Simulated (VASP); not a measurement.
## Br: single point with r2SCAN

Crystal: Br.

```
CELL_PARAMETERS angstrom
-1.41744 1.41744 3.77696
1.41744 -1.41744 3.77696
1.41744 1.41744 -3.77696
ATOMIC_POSITIONS crystal
Br 0.00000 0.00000 0.00000
```

This cell differs from its parent crystal: strained.

* Program: VASP 6.6.1
* Task: single point
* Functional: r2SCAN
* Potentials or basis: VASP PAW PBE potentials, release 64 (Br)
* Cutoff: 520 eV
* k mesh: 20 × 20 × 20
* Occupations: gaussian, width 0.1 eV
* Spin: no spin polarisation
* Dipole correction: no
* Further INCAR settings: ALGO = Normal; EDIFF = 1e-06; NBANDS = 10

* Pressure: 0.6 GPa
* Band gap on the k mesh: zero (an odd number of electrons rules out a gap without spin polarisation)

Stress tensor (GPa, compression positive):
```
 1.05  0.00  0.00
 0.00  1.05  0.00
 0.00  0.00 -0.35
```

Levels at points of the mesh, in eV from the Fermi level:
```tsv
k point	band 1	band 2	band 3	band 4	band 5	band 6	band 7	band 8
(0.00, 0.00, 0.00)	-17.00	-2.85	0.96	0.96	5.54	10.30	10.99	16.91
(0.50, 0.00, 0.00)	-15.26	-6.17	-2.12	1.96	6.75	12.81	12.86	14.45
(0.50, 0.50, 0.00)	-13.60	-4.75	-4.56	-0.76	5.92	9.02	12.58	14.27
(0.50, 0.50, 0.50)	-16.84	-4.56	0.85	0.85	9.92	10.26	11.42	16.22
```

Wall time 18 min on 1 thread of Oxide Virtual Turin-like Processor, on a shared host, peak memory 0.29 GiB.

Caveat: the cell differs from its parent crystal (strained); the PAW data sets were made with another functional, which shifts forces and pressure a little; an odd number of electrons without spin polarisation forces a metal; a magnetic or distorted state may lie lower.
